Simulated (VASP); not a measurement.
The system is InAs.

```
In As
1.0
     0.00000    3.09435    3.09435
     3.09435    0.00000    3.09435
     3.09435    3.09435    0.00000
In As
1 1
Direct
  0.00000 0.00000 0.00000
  0.25000 0.25000 0.25000
```

```yaml
Program: VASP 6.6.1
Task: relaxation of cell and atoms
Functional: r2SCAN
Potentials_or_basis: VASP PAW PBE potentials, release 64 (In_d, As)
Cutoff: 600 eV
k_mesh: 6 × 6 × 6
Occupations: fermi-dirac, width 0.02 eV
Spin: no spin polarisation
```

At the start: pressure -1.9 GPa; volume 29.63 Å³/atom.

**Question.** How do energy, volume and symmetry change on relaxing?

**Answer.** Over 3 steps the energy falls by 6.9 meV/atom and the volume is 28.52 Å³/atom (-3.7 %); space group F-43m (No. 216, to 0.05 Å).

The path:
```csv
step,energy change (eV),largest force (eV/Å),pressure (GPa),volume (Å³)
1,0.0000,0.0000,-1.94,59.26
2,-0.0119,0.0000,0.80,56.24
3,-0.0138,0.0000,-0.02,57.04
```

Final structure:
```cif
data_structure
_symmetry_space_group_name_H-M 'P 1'
_symmetry_Int_Tables_number 1
_cell_length_a 4.3207
_cell_length_b 4.3207
_cell_length_c 4.3207
_cell_angle_alpha 60.000
_cell_angle_beta 60.000
_cell_angle_gamma 60.000
_cell_volume 57.04
loop_
_atom_site_label
_atom_site_type_symbol
_atom_site_fract_x
_atom_site_fract_y
_atom_site_fract_z
_atom_site_occupancy
In1 In 0.00000 0.00000 0.00000 1
As1 As 0.25000 0.25000 0.25000 1
```

Caveat: the PAW data sets were made with another functional, which shifts forces and pressure a little.
